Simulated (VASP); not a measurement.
# Bi (Im-3m) in VASP: a series of runs

The runs below take Bi through single point, with PBEsol+D3(BJ).

All numbers are computed with VASP 6.6.1; they aren't measurements. Logs are shortened: lines on timing, memory, paths and dates and some standing lists are left out, and cuts for length are marked.

## Step 1: The cell of the first run

Symmetry: Im-3m, No. 229, cubic system. Conventional cell: a = 3.687 Å, b = 3.687 Å, c = 3.687 Å, α = 90.00°, β = 90.00°, γ = 90.00°. Bi (site symmetry m-3m) has 14 Bi at 3.19 to 3.69 Å within 4.2 Å.

This isn't the form of Bi at room conditions, which is rhombohedral.

## Step 2: Single point, PBEsol+D3(BJ) (25.06 Å³/atom)

INCAR

```
PREC = Accurate
ENCUT = 520
EDIFF = 1E-7
ISMEAR = 0
SIGMA = 0.15
LREAL = False
LASPH = True
NELM = 60
ALGO = Normal
ISIF = 2
LWAVE = False
LCHARG = False
GGA = PS
IVDW = 12
NBANDS = 14
```

KPOINTS

```
Automatic mesh
0
Gamma
  18 18 18
```

POSCAR

```
Bi
1.0
   -1.8436107814      1.8436107814      1.8436107814
    1.8436107814     -1.8436107814      1.8436107814
    1.8436107814      1.8436107814     -1.8436107814
Bi
1
Direct
    0.0000000000      0.0000000000      0.0000000000
```

Potentials or basis: VASP PAW PBE potentials, release 64 (Bi_d).

The run is started by

```bash
$ cat potpaw_PBE.64/Bi_d/POTCAR > POTCAR
$ mpirun -np 1 vasp_std > vasp.out
```

OUTCAR:

```text
PREC = Accurate
   ENCUT = 520
   EDIFF = 1E-7
   ISMEAR = 0
   LREAL = False
   LASPH = True
   NELM = 60
   ISIF = 2
   GGA = PS
   IVDW = 12
 IVDW          = 12

 ion  position               nearest neighbor table
   1  0.000  0.000  0.000-

  LATTYP: Found a body centered cubic cell.
 ALAT       =     3.6872215628

  Lattice vectors:

 A1 = (  -1.8436107814,   1.8436107814,   1.8436107814)
 A2 = (   1.8436107814,  -1.8436107814,   1.8436107814)
 A3 = (   1.8436107814,   1.8436107814,  -1.8436107814)

Analysis of symmetry for initial positions (statically):
=====================================================================
 Subroutine PRICEL returns:
 Original cell was already a primitive cell.

 Routine SETGRP: Setting up the symmetry group for a
 body centered cubic supercell.

 Subroutine GETGRP returns: Found 48 space group operations
 (whereof 48 operations were pure point group operations)
 out of a pool of 48 trial point group operations.

The static configuration has the point symmetry O_h .

Analysis of symmetry for dynamics (positions and initial velocities):
=====================================================================
 Subroutine PRICEL returns:
 Original cell was already a primitive cell.

 Routine SETGRP: Setting up the symmetry group for a
 body centered cubic supercell.

 Subroutine GETGRP returns: Found 48 space group operations
 (whereof 48 operations were pure point group operations)
 out of a pool of 48 trial point group operations.

The dynamic configuration has the point symmetry O_h .

 Subroutine INISYM returns: Found 48 space group operations
 (whereof 48 operations are pure point group operations),
 and found     1 'primitive' translations

----------------------------------------------------------------------------------------

                                     Primitive cell

  volume of cell :      25.0650

  direct lattice vectors                    reciprocal lattice vectors
    -1.843610781  1.843610781  1.843610781     0.000000000  0.271206919  0.271206919
     1.843610781 -1.843610781  1.843610781     0.271206919  0.000000000  0.271206919
     1.843610781  1.843610781 -1.843610781     0.271206919  0.271206919  0.000000000

  length of vectors
     3.193227543  3.193227543  3.193227543     0.383544503  0.383544503  0.383544503

  position of ions in fractional coordinates (direct lattice)
     0.000000000  0.000000000  0.000000000
[... 83 lines left out ...]
   ISYM   =      2    0-nonsym 1-usesym 2-fastsym
   POTIM  = 0.5000    time-step for ionic-motion
   TEBEG  =    0.0;   TEEND  =   0.0 temperature during run
   PSTRESS=    0.0 pullay stress
   NELECT =      15.0000    total number of electrons
   NUPDOWN=      -1.0000    fix difference up-down
   EMIN   =  10.00;   EMAX   =-10.00  energy-range for DOS
   EFERMI =   0.00;   METHOD = LEGACY
   ISMEAR =     0;   SIGMA  =   0.15  broadening in eV -4-tet -1-fermi 0-gaus
   EFERMI_NEDOS =   21; number of points for ismear=-14 and -15
   IALGO  =     38    algorithm
   IMIX   =      4    mixing-type and parameters
     AMIX     =   0.40;   BMIX     =  1.00
     AMIX_MAG =   1.60;   BMIX_MAG =  1.00
  volume/ion in A,a.u.               =      25.06       169.15
  Fermi-wavevector in a.u.,A,eV,Ry     =   1.379588  2.607043 25.895459  1.903263
  Thomas-Fermi vector in A             =   2.504543
   LORBIT       =      0    0 simple, 1 ext, 2 COOP (PROOUT), +10 PAW based schemes
   GGA     = PS    functional components
   LHFCALC =     F    Hartree Fock is set to
   AEXX    =    0.0000 exact exchange contribution
   IVDW    =    12    specifies the selected vdW correction
   LEPSILON=     F    determine dielectric tensor
   LRPA    =     F    only Hartree local field effects (RPA)
 non-spin polarized calculation
 Gauss-broadening in eV      SIGMA  =   0.15
  energy-cutoff  :      520.00
  volume of cell :       25.06
 maximum number of plane-waves:       688
   NGX = 11   NGY = 11   NGZ = 11

 number of electron      14.9999999 magnetization

 Free energy of the ion-electron system (eV)
  ---------------------------------------------------
  ext. energy  EPLUGINS =         0.00000000
  ---------------------------------------------------
  free energy    TOTEN  =        -4.00712037 eV

  energy without entropy =       -3.99999780  energy(sigma->0) =       -4.00355909

 E-fermi :  10.7847     XC(G=0): -11.5142

 val. band max:       10.7825195340   @ k =  -0.3889   0.3889   0.2222
 cond. band min:      10.8087817924   @ k =   0.3333   0.2222   0.1111
 fundamental gap:      0.0262622584
 Fermi energy:        10.7846675046

 k-point     1 :       0.0000    0.0000    0.0000
  band No.  band energies     occupation
      1     -12.4751      2.00000
      2     -12.4751      2.00000
      3     -12.4751      2.00000
      4     -12.2163      2.00000
      5     -12.2163      2.00000
      6      -4.5428      2.00000
      7      17.6092      0.00000
      8      17.6092      0.00000
      9      17.6092      0.00000
     10      21.1704      0.00000
     11      21.1704      0.00000
     12      21.1704      0.00000
     13      23.0392      0.00000
     14      23.9836      0.00000
[... 377 lines left out ...]
      1     -12.5398      2.00000
      2     -12.4360      2.00000
      3     -12.2386      2.00000
      4     -12.2329      2.00000
      5     -12.0854      2.00000
      6      -0.2823      2.00000
      7       4.9727      2.00000
      8      11.3836      0.00000
      9      14.0893      0.00000
     10      18.6178      0.00000
     11      20.8431      0.00000
     12      23.3285      0.00000
     13      24.9850      0.00000
     14      29.7605      0.00000

 [... further k-points ...]

------------------------ aborting loop because EDIFF is reached ----------------------------------------

 Edisp (eV)   -0.65663

 E8    (eV) :    -0.4705

  FORCE on cell =-STRESS in cart. coord.  units (eV):
  Direction    XX          YY          ZZ          XY          YZ          ZX
  --------------------------------------------------------------------------------------
  -------------------------------------------------------------------------------------
  Total       1.85169     1.85169     1.85169     0.00000     0.00000     0.00000
  in kB     118.36163   118.36163   118.36163     0.00000     0.00000     0.00000
  external pressure =      118.36 kB  Pullay stress =        0.00 kB

 VOLUME and BASIS-vectors are now :
 -----------------------------------------------------------------------------
  energy-cutoff  :      520.00
  volume of cell :       25.06
      direct lattice vectors                 reciprocal lattice vectors
    -1.843610781  1.843610781  1.843610781     0.000000000  0.271206919  0.271206919
     1.843610781 -1.843610781  1.843610781     0.271206919  0.000000000  0.271206919
     1.843610781  1.843610781 -1.843610781     0.271206919  0.271206919  0.000000000

 POSITION                                       TOTAL-FORCE (eV/Angst)
 -----------------------------------------------------------------------------------
      0.00000      0.00000      0.00000         0.000000     -0.000000      0.000000
 -----------------------------------------------------------------------------------
    total drift:                                0.000000      0.000000      0.000000

  FREE ENERGIE OF THE ION-ELECTRON SYSTEM (eV)
  ---------------------------------------------------
  free  energy   TOTEN  =        -4.6637540539 eV

  energy  without entropy=       -4.6566314911  energy(sigma->0) =       -4.66019277
```

OSZICAR:

```text
N       E                     dE             d eps       ncg     rms          rms(c)
DAV:   1     0.114567660433E+03    0.11457E+03   -0.76979E+03  5544   0.132E+03
DAV:   2     0.222790936431E+01   -0.11234E+03   -0.10844E+03  5988   0.351E+02
DAV:   3    -0.388448040811E+01   -0.61124E+01   -0.60895E+01  6836   0.779E+01
DAV:   4    -0.401510141343E+01   -0.13062E+00   -0.13057E+00  6886   0.117E+01
DAV:   5    -0.402053391527E+01   -0.54325E-02   -0.54323E-02  7596   0.224E+00    0.622E-01
DAV:   6    -0.401097552115E+01    0.95584E-02   -0.89638E-03  7498   0.147E+00    0.327E-01
DAV:   7    -0.400730212665E+01    0.36734E-02   -0.49413E-03  8076   0.111E+00    0.734E-02
DAV:   8    -0.400712602391E+01    0.17610E-03   -0.40705E-04  7160   0.307E-01    0.707E-03
DAV:   9    -0.400712159246E+01    0.44314E-05   -0.10598E-05  7436   0.497E-02    0.367E-03
DAV:  10    -0.400712034081E+01    0.12517E-05   -0.89163E-07  8376   0.102E-02    0.359E-04
DAV:  11    -0.400712036647E+01   -0.25660E-07   -0.26185E-08  4866   0.267E-03
   1 F= -.46637541E+01 E0= -.46601928E+01  d E =-.712256E-02
```

It took 26 s on 1 thread of AMD EPYC 9R45 (Zen 5), shared host; peak memory 0.16 GiB.

What came out:

```
Free energy                : -4.6638 eV
Pressure                   : 11.8 GPa
Band gap on the k mesh     : zero (an odd number of electrons rules out a gap without spin polarisation)
Dispersion energy per atom : -0.657 eV
```

Levels at points of the mesh, in eV from the Fermi level:
```tsv
k point	band 4	band 5	band 6	band 7	band 8	band 9	band 10	band 11	band 12	band 13
(0.00, 0.00, 0.00)	-23.00	-23.00	-15.33	6.82	6.82	6.82	10.39	10.39	10.39	12.25
(0.50, 0.00, 0.00)	-23.01	-22.84	-10.87	-6.54	1.96	3.93	6.82	8.17	13.79	14.31
(0.50, 0.50, 0.50)	-22.88	-22.88	-7.62	-2.40	-2.40	-2.40	3.29	3.29	15.89	19.65
```

Caveat: the cell stands under pressure; the PAW data sets were made with another functional, which shifts forces and pressure a little; spin-orbit coupling is left out, which moves the levels of the heavy elements.

## Step 3: Single point, PBEsol+D3(BJ) (26.20 Å³/atom)

This run uses another cell than the first one, of 26.20 Å³/atom.

INCAR

```
SYSTEM = Bi
PREC = Accurate
ENCUT = 520
EDIFF = 1E-6
ISMEAR = 0
SIGMA = 0.15
LREAL = .FALSE.
LASPH = .TRUE.
NELM = 60
ALGO = Normal
ISIF = 2
LWAVE = .FALSE.
LCHARG = .FALSE.
GGA = PS
IVDW = 12
NBANDS = 14
```

KPOINTS

```
Automatic mesh
0
G
  18 18 18
  0 0 0
```

POSCAR

```
Bi
1.0
   -1.8711238443      1.8711238443      1.8711238443
    1.8711238443     -1.8711238443      1.8711238443
    1.8711238443      1.8711238443     -1.8711238443
Bi
1
Direct
    0.0000000000      0.0000000000      0.0000000000
```

Potentials or basis: VASP PAW PBE potentials, release 64 (Bi_d).

The run is started by

```bash
$ cat potpaw_PBE.64/Bi_d/POTCAR > POTCAR
$ mpirun -np 1 vasp_std > vasp.out
```

OUTCAR:

```text
SYSTEM = Bi
   PREC = Accurate
   ENCUT = 520
   EDIFF = 1E-6
   ISMEAR = 0
   LREAL = .FALSE.
   LASPH = .TRUE.
   NELM = 60
   ISIF = 2
   GGA = PS
   IVDW = 12
 IVDW          = 12

 ion  position               nearest neighbor table
   1  0.000  0.000  0.000-

  LATTYP: Found a body centered cubic cell.
 ALAT       =     3.7422476886

  Lattice vectors:

 A1 = (  -1.8711238443,   1.8711238443,   1.8711238443)
 A2 = (   1.8711238443,  -1.8711238443,   1.8711238443)
 A3 = (   1.8711238443,   1.8711238443,  -1.8711238443)

Analysis of symmetry for initial positions (statically):
=====================================================================
 Subroutine PRICEL returns:
 Original cell was already a primitive cell.

 Routine SETGRP: Setting up the symmetry group for a
 body centered cubic supercell.

 Subroutine GETGRP returns: Found 48 space group operations
 (whereof 48 operations were pure point group operations)
 out of a pool of 48 trial point group operations.

The static configuration has the point symmetry O_h .

Analysis of symmetry for dynamics (positions and initial velocities):
=====================================================================
 Subroutine PRICEL returns:
 Original cell was already a primitive cell.

 Routine SETGRP: Setting up the symmetry group for a
 body centered cubic supercell.

 Subroutine GETGRP returns: Found 48 space group operations
 (whereof 48 operations were pure point group operations)
 out of a pool of 48 trial point group operations.

The dynamic configuration has the point symmetry O_h .

 Subroutine INISYM returns: Found 48 space group operations
 (whereof 48 operations are pure point group operations),
 and found     1 'primitive' translations

----------------------------------------------------------------------------------------

                                     Primitive cell

  volume of cell :      26.2040

  direct lattice vectors                    reciprocal lattice vectors
    -1.871123844  1.871123844  1.871123844     0.000000000  0.267219084  0.267219084
     1.871123844 -1.871123844  1.871123844     0.267219084  0.000000000  0.267219084
     1.871123844  1.871123844 -1.871123844     0.267219084  0.267219084  0.000000000
[... 115 lines left out ...]
  energy-cutoff  :      520.00
  volume of cell :       26.20
 maximum number of plane-waves:       722
   NGX = 13   NGY = 13   NGZ = 13

 number of electron      14.9999992 magnetization

 Free energy of the ion-electron system (eV)
  ---------------------------------------------------
  ext. energy  EPLUGINS =         0.00000000
  ---------------------------------------------------
  free energy    TOTEN  =        -4.10378340 eV

  energy without entropy =       -4.09555672  energy(sigma->0) =       -4.09967006

 E-fermi :  10.1126     XC(G=0): -11.2863

 val. band max:       10.0915732564   @ k =   0.3889   0.1111   0.0556
 cond. band min:      10.1199872592   @ k =  -0.3333   0.3889   0.1667
 fundamental gap:      0.0284140028
 Fermi energy:        10.1125718229

 k-point     1 :       0.0000    0.0000    0.0000
  band No.  band energies     occupation
      1     -13.0688      2.00000
      2     -13.0688      2.00000
      3     -13.0688      2.00000
      4     -12.8431      2.00000
      5     -12.8431      2.00000
      6      -4.8072      2.00000
      7      16.5488      0.00000
      8      16.5488      0.00000
      9      16.5488      0.00000
     10      20.5328      0.00000
     11      20.5328      0.00000
     12      20.5328      0.00000
     13      21.6470      0.00000
     14      22.9676      0.00000
[... 377 lines left out ...]
      1     -13.1236      2.00000
      2     -13.0296      2.00000
      3     -12.8627      2.00000
      4     -12.8579      2.00000
      5     -12.7284      2.00000
      6      -0.8332      2.00000
      7       4.5603      2.00000
      8      10.6956      0.00000
      9      13.3344      0.00000
     10      17.7343      0.00000
     11      19.9536      0.00000
     12      22.4039      0.00000
     13      24.1091      0.00000
     14      28.6902      0.00000

 [... further k-points ...]

------------------------ aborting loop because EDIFF is reached ----------------------------------------

 Edisp (eV)   -0.62689

 E8    (eV) :    -0.4490

  FORCE on cell =-STRESS in cart. coord.  units (eV):
  Direction    XX          YY          ZZ          XY          YZ          ZX
  --------------------------------------------------------------------------------------
  -------------------------------------------------------------------------------------
  Total       1.14130     1.14130     1.14130     0.00000     0.00000    -0.00000
  in kB      69.78209    69.78209    69.78209     0.00000     0.00000    -0.00000
  external pressure =       69.78 kB  Pullay stress =        0.00 kB

 VOLUME and BASIS-vectors are now :
 -----------------------------------------------------------------------------
  energy-cutoff  :      520.00
  volume of cell :       26.20
      direct lattice vectors                 reciprocal lattice vectors
    -1.871123844  1.871123844  1.871123844     0.000000000  0.267219084  0.267219084
     1.871123844 -1.871123844  1.871123844     0.267219084  0.000000000  0.267219084
     1.871123844  1.871123844 -1.871123844     0.267219084  0.267219084  0.000000000

 POSITION                                       TOTAL-FORCE (eV/Angst)
 -----------------------------------------------------------------------------------
      0.00000      0.00000      0.00000         0.000000      0.000000      0.000000
 -----------------------------------------------------------------------------------
    total drift:                               -0.000000      0.000000      0.000000

  FREE ENERGIE OF THE ION-ELECTRON SYSTEM (eV)
  ---------------------------------------------------
  free  energy   TOTEN  =        -4.7306736174 eV

  energy  without entropy=       -4.7224469321  energy(sigma->0) =       -4.72656027
```

OSZICAR:

```text
N       E                     dE             d eps       ncg     rms          rms(c)
DAV:   1     0.111593333309E+03    0.11159E+03   -0.76772E+03  5552   0.131E+03
DAV:   2     0.206331197261E+01   -0.10953E+03   -0.10591E+03  5802   0.344E+02
DAV:   3    -0.397782423183E+01   -0.60411E+01   -0.60120E+01  7090   0.773E+01
DAV:   4    -0.410993273372E+01   -0.13211E+00   -0.13205E+00  6726   0.119E+01
DAV:   5    -0.411538408390E+01   -0.54514E-02   -0.54511E-02  7772   0.225E+00    0.571E-01
DAV:   6    -0.410689905899E+01    0.84850E-02   -0.88861E-03  7246   0.144E+00    0.303E-01
DAV:   7    -0.410392000692E+01    0.29791E-02   -0.48917E-03  7428   0.108E+00    0.747E-02
DAV:   8    -0.410378865544E+01    0.13135E-03   -0.43610E-04  7230   0.312E-01    0.762E-03
DAV:   9    -0.410378456426E+01    0.40912E-05   -0.10850E-05  7572   0.487E-02    0.363E-03
DAV:  10    -0.410378335819E+01    0.12061E-05   -0.69784E-07  5172   0.988E-03    0.466E-04
DAV:  11    -0.410378340077E+01   -0.42586E-07   -0.22449E-07  4284   0.755E-03
   1 F= -.47306736E+01 E0= -.47265603E+01  d E =-.822669E-02
```

It took 28 s on 1 thread of AMD EPYC 9R45 (Zen 5), shared host; peak memory 0.16 GiB.

Results:

```
Free energy                : -4.7307 eV
Pressure                   : 7.0 GPa
Band gap on the k mesh     : zero (an odd number of electrons rules out a gap without spin polarisation)
Dispersion energy per atom : -0.627 eV
```

Caveat: the cell stands under pressure; the PAW data sets were made with another functional, which shifts forces and pressure a little; spin-orbit coupling is left out, which moves the levels of the heavy elements.

(Continued in part 2 of 2.)

The gap in the log of VASP goes by the Fermi energy; the results here count the filled bands.